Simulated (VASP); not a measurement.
A run of VASP 6.6.1:

INCAR

```
ALGO     = Fast           # electronic algorithm
EDIFF    = 1E-6           # SCF threshold, eV
ENCUT    = 520            # plane-wave cutoff, eV
GGA      = PS             # functional
ISIF     = 2              # what is computed and relaxed
ISMEAR   = 0              # smearing method
LASPH    = T              # aspherical terms in the spheres
LCHARG   = T              # write CHGCAR
LELF     = T              # ELF
LREAL    = F              # projectors in reciprocal space
LVHAR    = T            
LWAVE    = F              # write WAVECAR
NBANDS   = 21             # bands
NELM     = 80             # most SCF steps
PREC     = Accurate       # precision mode
SIGMA    = 0.15           # smearing width, eV
```

File KPOINTS:

```
k-points
0
Gamma
  24 24 12
```

Contents of POSCAR:

```
Ru
1.0
    2.7057993342      0.0000000000      0.0000000000
   -1.3528996671      2.3432909610      0.0000000000
    0.0000000000      0.0000000000      4.2819000000
Ru
2
Direct
    0.2373145274      0.4746290548      0.2500000000
    0.6666666667      0.3333333333      0.7500000000
```

Potentials or basis: VASP PAW PBE potentials, release 64 (Ru_pv).

Launch:

```sh
$ cat potpaw_PBE.64/Ru_pv/POTCAR > POTCAR
$ mpirun -np 1 vasp_std > vasp.out
```

Hardware: 1 thread of Oxide Virtual Turin-like Processor, with other jobs on the host.

How long does it take, and how much memory?

It took 8 min on 1 thread of Oxide Virtual Turin-like Processor (shared host), peak memory 0.51 GiB. Counts: scf iterations 13, k points 1099.
